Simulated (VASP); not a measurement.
# SnBiO2 (P6/mmm) in VASP: notebook, part 2 of 3

VASP 6.6.1. The steps go on from the part before.

## 3. Single point, PBE

This run uses another cell than the first one, of 21.66 Å³/atom.

INCAR

```
SYSTEM = SnBiO2
PREC = Accurate
ENCUT = 520
EDIFF = 1E-7
ISMEAR = 0
SIGMA = 0.1
LREAL = .False.
LASPH = .True.
NELM = 80
ALGO = Normal
ISIF = 2
LWAVE = .False.
LCHARG = .True.
GGA = PE
LELF = .True.
LVHAR = .True.
NBANDS = 28
```

KPOINTS

```
Automatic mesh
0
Gamma
  6 6 4
  0 0 0
```

POSCAR

```
SnBiO2
1.0
    4.0240744708      0.0000000000      0.0000000000
   -2.0120372354      3.4849507185      0.0000000000
    0.0000000000      0.0000000000      6.1769712533
Sn Bi O
1 1 2
Direct
    0.0000000000      0.0000000000      0.5000000000
    0.0000000000      0.0000000000      0.0000000000
    0.3333333333      0.6666666667      0.0000000000
    0.6666666667      0.3333333333      0.0000000000
```

Potentials or basis: VASP PAW PBE potentials, release 64 (Sn_d, Bi_d, O).

Launch:

```bash
> cat potpaw_PBE.64/Sn_d/POTCAR potpaw_PBE.64/Bi_d/POTCAR potpaw_PBE.64/O/POTCAR > POTCAR
> mpirun -np 1 vasp_std > vasp.out
```

OUTCAR:

```text
SYSTEM = SnBiO2
   PREC = Accurate
   ENCUT = 520
   EDIFF = 1E-7
   ISMEAR = 0
   LREAL = .False.
   LASPH = .True.
   NELM = 80
   ISIF = 2
   GGA = PE

 ion  position               nearest neighbor table
   1  0.000  0.000  0.500-   2 3.09   2 3.09
   2  0.000  0.000  0.000-   3 2.32   4 2.32   4 2.32   3 2.32   4 2.32   3 2.32   1 3.09   1 3.09

   3  0.333  0.667  0.000-   2 2.32   2 2.32   2 2.32
   4  0.667  0.333  0.000-   2 2.32   2 2.32   2 2.32

  LATTYP: Found a hexagonal cell.
 ALAT       =     4.0240744708
 C/A-ratio  =     1.5350042098

  Lattice vectors:

 A1 = (   4.0240744708,   0.0000000000,   0.0000000000)
 A2 = (  -2.0120372354,   3.4849507185,   0.0000000000)
 A3 = (   0.0000000000,   0.0000000000,   6.1769712533)

Analysis of symmetry for initial positions (statically):
=====================================================================
 Subroutine PRICEL returns:
 Original cell was already a primitive cell.

 Routine SETGRP: Setting up the symmetry group for a
 hexagonal supercell.

 Subroutine GETGRP returns: Found 24 space group operations
 (whereof 24 operations were pure point group operations)
 out of a pool of 24 trial point group operations.

The static configuration has the point symmetry D_6h.

Analysis of symmetry for dynamics (positions and initial velocities):
=====================================================================
 Subroutine PRICEL returns:
 Original cell was already a primitive cell.

 Routine SETGRP: Setting up the symmetry group for a
 hexagonal supercell.

 Subroutine GETGRP returns: Found 24 space group operations
 (whereof 24 operations were pure point group operations)
 out of a pool of 24 trial point group operations.

The dynamic configuration has the point symmetry D_6h.

 Subroutine INISYM returns: Found 24 space group operations
 (whereof 24 operations are pure point group operations),
 and found     1 'primitive' translations

----------------------------------------------------------------------------------------

                                     Primitive cell

  volume of cell :      86.6240

  direct lattice vectors                    reciprocal lattice vectors
     4.024074471  0.000000000  0.000000000     0.248504347  0.143474052  0.000000000
    -2.012037235  3.484950718  0.000000000     0.000000000  0.286948104  0.000000000
     0.000000000  0.000000000  6.176971253     0.000000000  0.000000000  0.161891639

  length of vectors
     4.024074471  4.024074471  6.176971253     0.286948104  0.286948104  0.161891639

  position of ions in fractional coordinates (direct lattice)
     0.000000000  0.000000000  0.500000000
     0.000000000  0.000000000  0.000000000
     0.333333333  0.666666667  0.000000000
     0.666666667  0.333333333  0.000000000

  ion indices of the primitive-cell ions
   primitive index   ion index
                 1           1
                 2           2
                 3           3
                 4           4

----------------------------------------------------------------------------------------

 KPOINTS: Automatic mesh

Automatic generation of k-mesh.
 Grid dimensions read from file:
 generate k-points for:    6    6    4

 Generating k-lattice:

  Cartesian coordinates                     Fractional coordinates (reciprocal lattice)
     0.041417391  0.023912342  0.000000000     0.166666667  0.000000000  0.000000000
     0.000000000  0.047824684  0.000000000     0.000000000  0.166666667  0.000000000
     0.000000000  0.000000000  0.040472910     0.000000000  0.000000000  0.250000000

  Length of vectors
     0.047824684  0.047824684  0.040472910

  Shift w.r.t. Gamma in fractional coordinates (k-lattice)
     0.000000000  0.000000000  0.000000000

 Subroutine IBZKPT returns following result:
 ===========================================

 Found     21 irreducible k-points:

 Following reciprocal coordinates:
            Coordinates               Weight
  0.000000  0.000000  0.000000      1.000000
  0.166667  0.000000  0.000000      6.000000
  0.333333  0.000000  0.000000      6.000000
  0.500000 -0.000000  0.000000      3.000000
  0.166667  0.166667  0.000000      6.000000
  0.333333  0.166667  0.000000     12.000000
[... 13 lines left out ...]
  0.333333  0.166667  0.500000     12.000000
  0.333333  0.333333  0.500000      2.000000
   k-points           NKPTS =     21   k-points in BZ     NKDIM =     21   number of bands    NBANDS=     28
   number of dos      NEDOS =    301   number of ions     NIONS =      4
   total plane-waves  NPLWV =  43200
   dimension x,y,z NGX =    30 NGY =   30 NGZ =   48
   dimension x,y,z NGXF=    60 NGYF=   60 NGZF=   96
   ions per type =               1   1   2
   NGX,Y,Z   is equivalent  to a cutoff of  12.39, 12.39, 12.92 a.u.
   NGXF,Y,Z  is equivalent  to a cutoff of  24.79, 24.79, 25.84 a.u.
 SYSTEM =  SnBiO2
   PREC   = accura    normal or accurate (medium, high low for compatibility)
   ISTART =      0    job   : 0-new  1-cont  2-samecut
   ICHARG =      2    charge: 1-file 2-atom 10-const
   ISPIN  =      1    spin polarized calculation?
   LNONCOLLINEAR =      F non collinear calculations
   LSORBIT =      F    spin-orbit coupling
   LASPH  =      T    aspherical Exc in radial PAW
   ENCUT  =  520.0 eV  38.22 Ry    6.18 a.u.   7.48  7.48 11.49*2*pi/ulx,y,z
   NELM   =     80;   NELMIN=  2; NELMDL= -5     # of ELM steps
   EDIFF  = 0.1E-06   stopping-criterion for ELM
   LREAL  =      F    real-space projection
   EDIFFG = 0.1E-05   stopping-criterion for IOM
   NSW    =      0    number of steps for IOM
   IBRION =     -1    ionic relax: 0-MD 1-quasi-New 2-CG
   NFREE  =      0    steps in history (QN), initial steepest desc. (CG)
   ISIF   =      2    stress and relaxation
   ISYM   =      2    0-nonsym 1-usesym 2-fastsym
   POTIM  = 0.5000    time-step for ionic-motion
   TEBEG  =    0.0;   TEEND  =   0.0 temperature during run
   PSTRESS=    0.0 pullay stress
   NELECT =      41.0000    total number of electrons
   NUPDOWN=      -1.0000    fix difference up-down
   EMIN   =  10.00;   EMAX   =-10.00  energy-range for DOS
   EFERMI =   0.00;   METHOD = LEGACY
   ISMEAR =     0;   SIGMA  =   0.10  broadening in eV -4-tet -1-fermi 0-gaus
   EFERMI_NEDOS =   21; number of points for ismear=-14 and -15
   IALGO  =     38    algorithm
   IMIX   =      4    mixing-type and parameters
     AMIX     =   0.40;   BMIX     =  1.00
     AMIX_MAG =   1.60;   BMIX_MAG =  1.00
  volume/ion in A,a.u.               =      21.66       146.14
  Fermi-wavevector in a.u.,A,eV,Ry     =   1.275822  2.410954 22.146494  1.627721
  Thomas-Fermi vector in A             =   2.408513
   LORBIT       =      0    0 simple, 1 ext, 2 COOP (PROOUT), +10 PAW based schemes
   GGA     = PE    functional components
   LHFCALC =     F    Hartree Fock is set to
   AEXX    =    0.0000 exact exchange contribution
   IVDW    =     0    specifies the selected vdW correction
   LEPSILON=     F    determine dielectric tensor
   LRPA    =     F    only Hartree local field effects (RPA)
 non-spin polarized calculation
 Gauss-broadening in eV      SIGMA  =   0.10
  energy-cutoff  :      520.00
  volume of cell :       86.62
 maximum number of plane-waves:      2353
 NGX is ok and might be reduce to    30
   NGX = 15   NGY = 15   NGZ = 23

 number of electron      40.9999994 magnetization

 Free energy of the ion-electron system (eV)
  ---------------------------------------------------
  ext. energy  EPLUGINS =         0.00000000
  ---------------------------------------------------
  free energy    TOTEN  =       -17.14576295 eV

  energy without entropy =      -17.11353437  energy(sigma->0) =      -17.12964866

 E-fermi :   4.5396     XC(G=0):  -9.5265

 val. band max:        4.4940838172   @ k =   0.3333   0.0000   0.5000
 cond. band min:       4.5774664267   @ k =   0.3333   0.3333   0.0000
 fundamental gap:      0.0833826095
 Fermi energy:         4.5396221781

 k-point     1 :       0.0000    0.0000    0.0000
  band No.  band energies     occupation
      1     -18.0504      2.00000
      2     -17.7565      2.00000
      3     -17.7565      2.00000
      4     -17.6968      2.00000
      5     -17.6968      2.00000
      6     -16.9639      2.00000
[... 20 lines left out ...]
     27      12.2457      0.00000
[... 598 lines left out ...]
      6     -16.9521      2.00000
[... 20 lines left out ...]
     27      14.4087      0.00000
     28      14.4087      0.00000

------------------------ aborting loop because EDIFF is reached ----------------------------------------

  FORCE on cell =-STRESS in cart. coord.  units (eV):
  Direction    XX          YY          ZZ          XY          YZ          ZX
  --------------------------------------------------------------------------------------
  -------------------------------------------------------------------------------------
  Total        0.1596106      0.1596106      0.0959145      0.0000000     -0.0000000     -0.0000000
  in kB        2.9521208      2.9521208      1.7740131      0.0000000     -0.0000000     -0.0000000
  external PRESSURE =       2.5594182 kB  Pullay stress =       0.0000000 kB

 VOLUME and BASIS-vectors are now :
 -----------------------------------------------------------------------------
  energy-cutoff  :      520.00
  volume of cell :       86.62
      direct lattice vectors                 reciprocal lattice vectors
     4.024074471  0.000000000  0.000000000     0.248504347  0.143474052  0.000000000
    -2.012037235  3.484950718  0.000000000     0.000000000  0.286948104  0.000000000
     0.000000000  0.000000000  6.176971253     0.000000000  0.000000000  0.161891639

 POSITION                                       TOTAL-FORCE (eV/Angst)
 -----------------------------------------------------------------------------------
      0.00000      0.00000      3.08849        -0.000000     -0.000000      0.000000
      0.00000      0.00000      0.00000        -0.000000     -0.000000      0.000000
     -0.00000      2.32330      0.00000         0.000000      0.000000      0.000000
      2.01204      1.16165      0.00000        -0.000000      0.000000     -0.000000
 -----------------------------------------------------------------------------------
    total drift:                               -0.000000      0.000000      0.000000

  FREE ENERGIE OF THE ION-ELECTRON SYSTEM (eV)
  ---------------------------------------------------
  free  energy   TOTEN  =       -17.1457629486 eV

  energy  without entropy=      -17.1135343652  energy(sigma->0) =      -17.12964866
```

OSZICAR:

```text
N       E                     dE             d eps       ncg     rms          rms(c)
DAV:   1     0.465395772967E+03    0.46540E+03   -0.20513E+04  1184   0.188E+03
DAV:   2     0.432308175292E+02   -0.42216E+03   -0.40790E+03  1268   0.507E+02
DAV:   3    -0.205017550846E+02   -0.63733E+02   -0.62034E+02  1348   0.187E+02
DAV:   4    -0.236800496214E+02   -0.31783E+01   -0.31595E+01  1384   0.449E+01
DAV:   5    -0.237801011070E+02   -0.10005E+00   -0.10003E+00  1536   0.792E+00    0.143E+01
DAV:   6    -0.209671201744E+02    0.28130E+01   -0.92752E+01  1584   0.538E+01    0.160E+01
DAV:   7    -0.174422173081E+02    0.35249E+01   -0.42653E+01  1584   0.219E+01    0.352E+00
DAV:   8    -0.172233797367E+02    0.21884E+00   -0.13857E+00  1240   0.544E+00    0.178E+00
DAV:   9    -0.172548487414E+02   -0.31469E-01   -0.14612E+00  1468   0.492E+00    0.299E+00
DAV:  10    -0.171447798241E+02    0.11007E+00   -0.39998E-01  1652   0.295E+00    0.242E-01
DAV:  11    -0.171457739084E+02   -0.99408E-03   -0.13057E-02  1444   0.753E-01    0.187E-01
DAV:  12    -0.171462276069E+02   -0.45370E-03   -0.50128E-03  1292   0.361E-01    0.210E-01
DAV:  13    -0.171458283768E+02    0.39923E-03   -0.28704E-03  1584   0.223E-01    0.655E-02
DAV:  14    -0.171457692829E+02    0.59094E-04   -0.16979E-04  1340   0.987E-02    0.288E-02
DAV:  15    -0.171457621525E+02    0.71304E-05   -0.47838E-05  1604   0.338E-02    0.463E-03
DAV:  16    -0.171457630258E+02   -0.87335E-06   -0.35606E-06  1304   0.155E-02    0.197E-03
DAV:  17    -0.171457629486E+02    0.77176E-07   -0.21971E-07  1024   0.375E-03
   1 F= -.17145763E+02 E0= -.17129649E+02  d E =-.322286E-01
```

Wall time 54 s (1 thread of Intel Xeon Platinum 8375C at 2.90GHz (Ice Lake), shared host); peak memory 0.22 GiB.

What came out:

| Item | Value |
| --- | --- |
| Free energy | -17.1458 eV |
| Pressure | 0.3 GPa |
| Band gap on the k mesh | zero (an odd number of electrons rules out a gap without spin polarisation) |

Caveat: spin-orbit coupling is left out, which moves the levels of the heavy elements; an odd number of electrons without spin polarisation forces a metal; a magnetic or distorted state may lie lower.

## 4. Relaxation of cell and atoms, PBE

INCAR

```
ALGO = Normal
EDIFF = 1E-6
EDIFFG = -0.04
ENCUT = 600
GGA = PE
IBRION = 2
ISIF = 3
ISMEAR = 0
LASPH = True
LCHARG = False
LREAL = False
LWAVE = False
NELM = 60
NSW = 90
PREC = Accurate
SIGMA = 0.1
```

KPOINTS

```
k-points
0
Gamma
  6 6 4
```

POSCAR

```
SnBiO2
1.0
    4.5383750400      0.0000000000      0.0000000000
   -2.2691875200      3.9303480800      0.0000000000
    0.0000000000      0.0000000000      4.8330574400
Sn Bi O
1 1 2
Direct
    0.0000000000      0.0000000000      0.5000000000
    0.0000000000      0.0000000000      0.0000000000
    0.3333333300      0.6666666700      0.0000000000
    0.6666666700      0.3333333300      0.0000000000
```

Launch:

```bash
> cat potpaw_PBE.64/Sn_d/POTCAR potpaw_PBE.64/Bi_d/POTCAR potpaw_PBE.64/O/POTCAR > POTCAR
> mpirun -np 1 vasp_std > vasp.out
```

Wall time 4.9 min (1 thread of Intel Xeon Platinum 8375C at 2.90GHz (Ice Lake), shared host); peak memory 0.26 GiB.

It converged, with:

```yaml
Free_energy: -17.1160 eV
Relaxed_volume: 21.52 Å³/atom
Relaxed_cell: a = 4.032 Å, b = 4.032 Å, c = 6.116 Å, α = 90.00°, β = 90.00°, γ = 120.00°
Space_group_after_relaxing_to_0.1_Å: P6/mmm (No. 191)
Energy_gained_by_relaxing: 938.1 meV/atom
Ionic_steps: 8
Pressure_after_relaxing: -0.1 GPa
Band_gap_on_the_k_mesh: zero (an odd number of electrons rules out a gap without spin polarisation)
```

Step by step:
```csv
step,energy change (eV),largest force (eV/Å),pressure (GPa),volume (Å³)
1,0.0000,0.0000,8.10,86.21
2,-3.5807,0.0000,-4.79,95.34
3,-3.5822,0.0000,-4.87,94.22
4,-3.6043,0.0000,-4.93,94.60
5,-3.7401,0.0000,0.62,85.62
6,-3.7452,0.0000,-0.45,86.97
7,-3.7521,0.0000,-0.20,86.27
8,-3.7525,0.0000,-0.14,86.10
```

Final structure:
```cif
data_structure
_symmetry_space_group_name_H-M 'P 1'
_symmetry_Int_Tables_number 1
_cell_length_a 4.0316
_cell_length_b 4.0316
_cell_length_c 6.1164
_cell_angle_alpha 90.000
_cell_angle_beta 90.000
_cell_angle_gamma 120.000
_cell_volume 86.10
loop_
_atom_site_label
_atom_site_type_symbol
_atom_site_fract_x
_atom_site_fract_y
_atom_site_fract_z
_atom_site_occupancy
Sn1 Sn 0.00000 0.00000 0.50000 1
Bi1 Bi 0.00000 0.00000 0.00000 1
O1 O 0.33333 0.66667 0.00000 1
O2 O 0.66667 0.33333 0.00000 1
```

Levels at points of the mesh, in eV from the Fermi level:
```csv
k point,band 16,band 17,band 18,band 19,band 20,band 21,band 22,band 23,band 24
"(0.00, 0.00, 0.00)",-3.42,-3.42,-2.69,-2.69,-0.50,-0.10,3.57,3.57,7.31
"(0.50, 0.00, 0.00)",-2.79,-2.19,-1.99,-1.12,-0.72,0.05,0.12,2.28,5.96
"(0.00, 0.00, 0.50)",-3.42,-3.05,-2.67,-2.67,-0.51,1.13,2.99,3.65,3.65
"(0.50, 0.00, 0.50)",-2.72,-1.74,-1.46,-0.48,-0.46,0.05,2.26,2.31,2.74
```

Caveat: a cell axis changed by over 15 % at a fixed basis, so the end point is rough; spin-orbit coupling is left out, which moves the levels of the heavy elements; an odd number of electrons without spin polarisation forces a metal; a magnetic or distorted state may lie lower.

## 5. Single point, PBE

This run uses another cell than the first one, of 21.82 Å³/atom.

INCAR

```
SYSTEM = SnBiO2
PREC = Accurate
ENCUT = 520
EDIFF = 1E-6
ISMEAR = 0
SIGMA = 0.1
LREAL = .False.
LASPH = .True.
NELM = 60
ALGO = Normal
ISIF = 2
LWAVE = .False.
LCHARG = .True.
GGA = PE
LELF = .True.
LVHAR = .True.
NBANDS = 28
```

KPOINTS

```
regular mesh
0
Gamma
  12 12 8
  0 0 0
```

POSCAR

```
SnBiO2
1.0
    4.0328877864      0.0000000000      0.0000000000
   -2.0164438932      3.4925832737      0.0000000000
    0.0000000000      0.0000000000      6.1951788445
Sn Bi O
1 1 2
Direct
    0.0000000000      0.0000000000      0.5000000000
    0.0000000000      0.0000000000      0.0000000000
    0.3333333333      0.6666666667      0.0000000000
    0.6666666667      0.3333333333      0.0000000000
```

Launch:

```bash
> cat potpaw_PBE.64/Sn_d/POTCAR potpaw_PBE.64/Bi_d/POTCAR potpaw_PBE.64/O/POTCAR > POTCAR
> mpirun -np 1 vasp_std > vasp.out
```

Run time: 3.3 min. Hardware: 1 thread of Intel Xeon Platinum 8375C at 2.90GHz (Ice Lake), shared host; peak memory 0.35 GiB.

Results (log left out):

```
Free energy            : -17.1553 eV
Pressure               : 0.1 GPa
Band gap on the k mesh : zero (an odd number of electrons rules out a gap without spin polarisation)
```

Stress tensor (GPa, compression positive):
```
 0.14  0.00  0.00
 0.00  0.14  0.00
 0.00  0.00 -0.13
```

Levels at points of the mesh, in eV from the Fermi level:
| k point | band 17 | band 18 | band 19 | band 20 | band 21 | band 22 | band 23 | band 24 |
| --- | --- | --- | --- | --- | --- | --- | --- | --- |
| (0.00, 0.00, 0.00) | -3.40 | -2.66 | -2.66 | -0.48 | -0.08 | 3.60 | 3.60 | 7.08 |
| (0.50, 0.00, 0.00) | -2.16 | -1.95 | -1.13 | -0.68 | 0.06 | 0.12 | 2.30 | 5.93 |
| (0.00, 0.00, 0.50) | -3.10 | -2.64 | -2.64 | -0.49 | 1.02 | 2.96 | 3.67 | 3.67 |
| (0.50, 0.00, 0.50) | -1.72 | -1.46 | -0.50 | -0.45 | 0.06 | 2.22 | 2.28 | 2.63 |

Caveat: spin-orbit coupling is left out, which moves the levels of the heavy elements; an odd number of electrons without spin polarisation forces a metal; a magnetic or distorted state may lie lower.

(Continued in part 3 of 3.)
